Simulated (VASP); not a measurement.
# Co (Pm-3n) in VASP: single point with PBEsol

Aim: the single point of Co with PBEsol.

All numbers are computed with VASP 6.6.1; they aren't measurements. Logs are shortened: lines on timing, memory, paths and dates and some standing lists are left out, and cuts for length are marked.

## (1) The cell of the first run

Symmetry: Pm-3n, No. 223, cubic system. The conventional cell has a = 4.399 Å, b = 4.399 Å, c = 4.399 Å, α = 90.00°, β = 90.00°, γ = 90.00°. Within 3.2 Å of Co (site symmetry m-3) lie 12 Co at 2.46 Å. Within 2.9 Å of Co (site symmetry -4m2) lie 14 Co at 2.20 to 2.69 Å.

## (2) Single point, PBEsol, collinear spin, ferromagnetic start

The input, INCAR:

```
SYSTEM = Co
ALGO = Normal ; EDIFF = 1E-6
ENCUT = 690 ; GGA = PS
GGA_COMPAT = .FALSE. ; ISIF = 2
ISMEAR = 0 ; ISPIN = 2
LASPH = .TRUE. ; LCHARG = .FALSE.
LMAXMIX = 4 ; LORBIT = 11
LREAL = .FALSE. ; LWAVE = .FALSE.
MAGMOM = 1.84 1.84 1.95 1.95 1.95 1.95 1.95 1.95 ; NBANDS = 82
NELM = 200 ; PREC = Accurate
SIGMA = 0.1
```

The input, KPOINTS:

```
k-points
0
G
  4 4 4
  0 0 0
```

The input, POSCAR:

```
Co
1.0
    4.3986079452      0.0000000000      0.0000000000
    0.0000000000      4.3986079452      0.0000000000
    0.0000000000      0.0000000000      4.3986079452
Co
8
Direct
    0.5000000000      0.5000000000      0.5000000000
    0.0000000000      0.0000000000      0.0000000000
    0.2500000000      0.0000000000      0.5000000000
    0.5000000000      0.2500000000      0.0000000000
    0.5000000000      0.7500000000      0.0000000000
    0.7500000000      0.0000000000      0.5000000000
    0.0000000000      0.5000000000      0.7500000000
    0.0000000000      0.5000000000      0.2500000000
```

Potentials or basis: VASP PAW PBE potentials, release 64 (Co_sv).

Launch:

```
$ cat potpaw_PBE.64/Co_sv/POTCAR > POTCAR
$ mpirun -np 1 vasp_std > vasp.out
```

OUTCAR:

```text
SYSTEM = Co
   EDIFF = 1E-6
   ENCUT = 690
   GGA = PS
   ISIF = 2
   ISMEAR = 0
   ISPIN = 2
   LASPH = .TRUE.
   LORBIT = 11
   LREAL = .FALSE.
   NELM = 200
   PREC = Accurate

 ion  position               nearest neighbor table
   1  0.500  0.500  0.500-   3 2.46   4 2.46   5 2.46   6 2.46   7 2.46   8 2.46   4 2.46   5 2.46
                             3 2.46   6 2.46   7 2.46   8 2.46
   2  0.000  0.000  0.000-   3 2.46   4 2.46   5 2.46   6 2.46   7 2.46   8 2.46   3 2.46   6 2.46
                             7 2.46   8 2.46   4 2.46   5 2.46
   3  0.250  0.000  0.500-   6 2.20   6 2.20   1 2.46   2 2.46   1 2.46   2 2.46
   4  0.500  0.250  0.000-   5 2.20   5 2.20   1 2.46   1 2.46   2 2.46   2 2.46
   5  0.500  0.750  0.000-   4 2.20   4 2.20   1 2.46   1 2.46   2 2.46   2 2.46
   6  0.750  0.000  0.500-   3 2.20   3 2.20   1 2.46   2 2.46   1 2.46   2 2.46
   7  0.000  0.500  0.750-   8 2.20   8 2.20   1 2.46   2 2.46   2 2.46   1 2.46
   8  0.000  0.500  0.250-   7 2.20   7 2.20   1 2.46   2 2.46   2 2.46   1 2.46

  LATTYP: Found a simple cubic cell.
 ALAT       =     4.3986079452

  Lattice vectors:

 A1 = (   4.3986079452,   0.0000000000,   0.0000000000)
 A2 = (   0.0000000000,   4.3986079452,   0.0000000000)
 A3 = (   0.0000000000,   0.0000000000,   4.3986079452)

Analysis of symmetry for initial positions (statically):
=====================================================================
 Subroutine PRICEL returns:
 Original cell was already a primitive cell.

 Routine SETGRP: Setting up the symmetry group for a
 simple cubic supercell.

 Subroutine GETGRP returns: Found 48 space group operations
 (whereof 24 operations were pure point group operations)
 out of a pool of 48 trial point group operations.

The static configuration has the point symmetry T_h .
 The point group associated with its full space group is O_h .

Analysis of symmetry for dynamics (positions and initial velocities):
=====================================================================
 Subroutine PRICEL returns:
 Original cell was already a primitive cell.

 Routine SETGRP: Setting up the symmetry group for a
 simple cubic supercell.

 Subroutine GETGRP returns: Found 48 space group operations
 (whereof 24 operations were pure point group operations)
 out of a pool of 48 trial point group operations.

The dynamic configuration has the point symmetry T_h .
 The point group associated with its full space group is O_h .

Analysis of structural, dynamic, and magnetic symmetry:
=====================================================================
 Subroutine PRICEL returns:
 Original cell was already a primitive cell.

 Routine SETGRP: Setting up the symmetry group for a
 simple cubic supercell.

 Subroutine GETGRP returns: Found 48 space group operations
 (whereof 24 operations were pure point group operations)
 out of a pool of 48 trial point group operations.

The overall configuration has the point symmetry T_h .
 The point group associated with its full space group is O_h .

 Subroutine INISYM returns: Found 48 space group operations
 (whereof 24 operations are pure point group operations),
 and found     1 'primitive' translations

----------------------------------------------------------------------------------------

                                     Primitive cell

  volume of cell :      85.1032

  direct lattice vectors                    reciprocal lattice vectors
     4.398607945  0.000000000  0.000000000     0.227344654  0.000000000  0.000000000
     0.000000000  4.398607945  0.000000000     0.000000000  0.227344654  0.000000000
     0.000000000  0.000000000  4.398607945     0.000000000  0.000000000  0.227344654

  length of vectors
     4.398607945  4.398607945  4.398607945     0.227344654  0.227344654  0.227344654

  position of ions in fractional coordinates (direct lattice)
     0.500000000  0.500000000  0.500000000
     0.000000000  0.000000000  0.000000000
     0.250000000  0.000000000  0.500000000
     0.500000000  0.250000000  0.000000000
     0.500000000  0.750000000  0.000000000
     0.750000000  0.000000000  0.500000000
[... 54 lines left out ...]
   total plane-waves  NPLWV =  64000
   dimension x,y,z NGX =    40 NGY =   40 NGZ =   40
   dimension x,y,z NGXF=    80 NGYF=   80 NGZF=   80
   ions per type =               8
   NGX,Y,Z   is equivalent  to a cutoff of  15.12, 15.12, 15.12 a.u.
   NGXF,Y,Z  is equivalent  to a cutoff of  30.24, 30.24, 30.24 a.u.
 SYSTEM =  Co
   PREC   = accura    normal or accurate (medium, high low for compatibility)
   ISTART =      0    job   : 0-new  1-cont  2-samecut
   ICHARG =      2    charge: 1-file 2-atom 10-const
   ISPIN  =      2    spin polarized calculation?
   LNONCOLLINEAR =      F non collinear calculations
   LSORBIT =      F    spin-orbit coupling
   LASPH  =      T    aspherical Exc in radial PAW
   ENCUT  =  690.0 eV  50.71 Ry    7.12 a.u.   9.42  9.42  9.42*2*pi/ulx,y,z
   NELM   =    200;   NELMIN=  2; NELMDL= -5     # of ELM steps
   EDIFF  = 0.1E-05   stopping-criterion for ELM
   LREAL  =      F    real-space projection
   EDIFFG = 0.1E-04   stopping-criterion for IOM
   NSW    =      0    number of steps for IOM
   IBRION =     -1    ionic relax: 0-MD 1-quasi-New 2-CG
   NFREE  =      0    steps in history (QN), initial steepest desc. (CG)
   ISIF   =      2    stress and relaxation
   ISYM   =      2    0-nonsym 1-usesym 2-fastsym
   POTIM  = 0.5000    time-step for ionic-motion
   TEBEG  =    0.0;   TEEND  =   0.0 temperature during run
   PSTRESS=    0.0 pullay stress
   NELECT =     136.0000    total number of electrons
   NUPDOWN=      -1.0000    fix difference up-down
   EMIN   =  10.00;   EMAX   =-10.00  energy-range for DOS
   EFERMI =   0.00;   METHOD = LEGACY
   ISMEAR =     0;   SIGMA  =   0.10  broadening in eV -4-tet -1-fermi 0-gaus
   EFERMI_NEDOS =   21; number of points for ismear=-14 and -15
   IALGO  =     38    algorithm
   IMIX   =      4    mixing-type and parameters
     AMIX     =   0.40;   BMIX     =  1.00
     AMIX_MAG =   1.60;   BMIX_MAG =  1.00
  volume/ion in A,a.u.               =      10.64        71.79
  Fermi-wavevector in a.u.,A,eV,Ry     =   1.913988  3.616913 49.842904  3.663350
  Thomas-Fermi vector in A             =   2.950010
   LORBIT       =     11    0 simple, 1 ext, 2 COOP (PROOUT), +10 PAW based schemes
   GGA     = PS    functional components
   LHFCALC =     F    Hartree Fock is set to
   AEXX    =    0.0000 exact exchange contribution
   IVDW    =     0    specifies the selected vdW correction
   LEPSILON=     F    determine dielectric tensor
   LRPA    =     F    only Hartree local field effects (RPA)
 spin polarized calculation
 Gauss-broadening in eV      SIGMA  =   0.10
  energy-cutoff  :      690.00
  volume of cell :       85.10
 maximum number of plane-waves:      3544
 NGX is ok and might be reduce to    40
   NGX = 19   NGY = 19   NGZ = 19

 number of electron     135.9999676 magnetization      13.4269570

 Free energy of the ion-electron system (eV)
  ---------------------------------------------------
  ext. energy  EPLUGINS =         0.00000000
  ---------------------------------------------------
  free energy    TOTEN  =       -61.65519655 eV

  energy without entropy =      -61.61025745  energy(sigma->0) =      -61.63272700

 E-fermi :  12.4029     XC(G=0): -14.2125

 val. band max:       12.3982658799   @ k =   0.5000   0.2500   0.0000
 cond. band min:      12.4057808829   @ k =   0.5000   0.5000   0.2500
 fundamental gap:      0.0075150030
 Fermi energy:        12.4029469424

 spin component 1

 k-point     1 :       0.0000    0.0000    0.0000
  band No.  band energies     occupation
      1     -83.6963      1.00000
      2     -83.6719      1.00000
      3     -83.6719      1.00000
      4     -83.5959      1.00000
      5     -83.5959      1.00000
      6     -83.5959      1.00000
[... 819 lines left out ...]
     79      12.5788      0.00644
     80      12.5788      0.00644
 Fermi energy:        12.4029469424

 spin component 2

 k-point     1 :       0.0000    0.0000    0.0000
  band No.  band energies     occupation
      1     -81.5738      1.00000
      2     -81.5410      1.00000
      3     -81.5410      1.00000
      4     -81.4605      1.00000
      5     -81.4605      1.00000
      6     -81.4605      1.00000
[... 819 lines left out ...]
     79      14.0673      0.00000
     80      14.0673      0.00000
 [bands above 80 left out]

------------------------ aborting loop because EDIFF is reached ----------------------------------------

  FORCE on cell =-STRESS in cart. coord.  units (eV):
  Direction    XX          YY          ZZ          XY          YZ          ZX
  --------------------------------------------------------------------------------------
  -------------------------------------------------------------------------------------
  Total       -0.5753749     -0.5753749     -0.5753749     -0.0000000      0.0000000      0.0000000
  in kB      -10.8321768    -10.8321768    -10.8321768     -0.0000000      0.0000000      0.0000000
  external PRESSURE =     -10.8321768 kB  Pullay stress =       0.0000000 kB

 VOLUME and BASIS-vectors are now :
 -----------------------------------------------------------------------------
  energy-cutoff  :      690.00
  volume of cell :       85.10
      direct lattice vectors                 reciprocal lattice vectors
     4.398607945  0.000000000  0.000000000     0.227344654  0.000000000  0.000000000
     0.000000000  4.398607945  0.000000000     0.000000000  0.227344654  0.000000000
     0.000000000  0.000000000  4.398607945     0.000000000  0.000000000  0.227344654

 POSITION                                       TOTAL-FORCE (eV/Angst)
 -----------------------------------------------------------------------------------
      2.19930      2.19930      2.19930         0.000000     -0.000000     -0.000000
      0.00000      0.00000      0.00000         0.000000     -0.000000     -0.000000
      1.09965      0.00000      2.19930         0.000000      0.000000     -0.000000
      2.19930      1.09965      0.00000        -0.000000     -0.000000      0.000000
      2.19930      3.29896      0.00000         0.000000      0.000000     -0.000000
      3.29896      0.00000      2.19930        -0.000000     -0.000000      0.000000
      0.00000      2.19930      3.29896         0.000000      0.000000     -0.000000
      0.00000      2.19930      1.09965         0.000000      0.000000     -0.000000
 -----------------------------------------------------------------------------------
    total drift:                               -0.000000     -0.000000     -0.000000

  FREE ENERGIE OF THE ION-ELECTRON SYSTEM (eV)
  ---------------------------------------------------
  free  energy   TOTEN  =       -61.6551965520 eV

  energy  without entropy=      -61.6102574478  energy(sigma->0) =      -61.63272700

 total charge

# of ion       s       p       d       tot
------------------------------------------
    1        2.255   6.131   6.700  15.086
    2        2.255   6.131   6.700  15.086
    3        2.253   6.127   6.701  15.081
    4        2.253   6.127   6.701  15.081
    5        2.253   6.127   6.701  15.081
    6        2.253   6.127   6.701  15.081
    7        2.253   6.127   6.701  15.081
    8        2.253   6.127   6.701  15.081
--------------------------------------------------
tot         18.028  49.021  53.606 120.656

 magnetization (x)

# of ion       s       p       d       tot
------------------------------------------
    1       -0.005  -0.015   1.673   1.654
    2       -0.005  -0.015   1.673   1.654
    3       -0.001  -0.011   1.764   1.753
    4       -0.001  -0.011   1.764   1.753
    5       -0.001  -0.011   1.764   1.753
    6       -0.001  -0.011   1.764   1.753
    7       -0.001  -0.011   1.764   1.753
    8       -0.001  -0.011   1.764   1.753
--------------------------------------------------
tot         -0.014  -0.092  13.931  13.824
```

It took 4.4 min on 1 thread of Intel Xeon Platinum 8259CL at 2.50GHz (Skylake/Cascade Lake), shared host; peak memory 0.36 GiB.

What came out:

| Property | Result |
| --- | --- |
| Free energy | -61.6552 eV |
| Pressure | -1.1 GPa |
| Net moment | 13.43 μB per cell |
| Site moments | Co +1.65, +1.75 (each value once) μB |
| Valence electrons inside the program's atomic spheres | Co 15.09, 15.08 (each value once) |

Levels at points of the mesh, in eV from the Fermi level:
Spin up:
| k point | band 72 | band 73 | band 74 | band 75 | band 76 | band 77 |
| --- | --- | --- | --- | --- | --- | --- |
| (0.00, 0.00, 0.00) | -0.89 | -0.89 | 1.02 | 1.02 | 1.02 | 2.72 |
| (0.50, 0.00, 0.00) | -0.93 | -0.44 | -0.44 | 1.74 | 1.74 | 2.41 |
| (0.50, 0.50, 0.00) | -0.99 | -0.82 | -0.64 | -0.64 | -0.33 | 2.12 |
| (0.50, 0.50, 0.50) | -1.12 | 0.01 | 0.01 | 0.01 | 0.01 | 0.01 |
Spin down:
```
           k point  band 59  band 60  band 61  band 62  band 63  band 64  band 65  band 66
(0.00, 0.00, 0.00)    -0.09    -0.09    -0.07    -0.07    -0.07     0.08     0.08     0.49
(0.50, 0.00, 0.00)    -0.43    -0.43    -0.25    -0.25     0.20     0.20     0.51     0.51
(0.50, 0.50, 0.00)    -0.65    -0.39    -0.03     0.20     0.21     0.31     0.31     0.35
(0.50, 0.50, 0.50)    -0.20    -0.20    -0.20    -0.20     0.60     0.60     0.60     0.60
```

Caveat: the PAW data sets were made with another functional, which shifts forces and pressure a little.
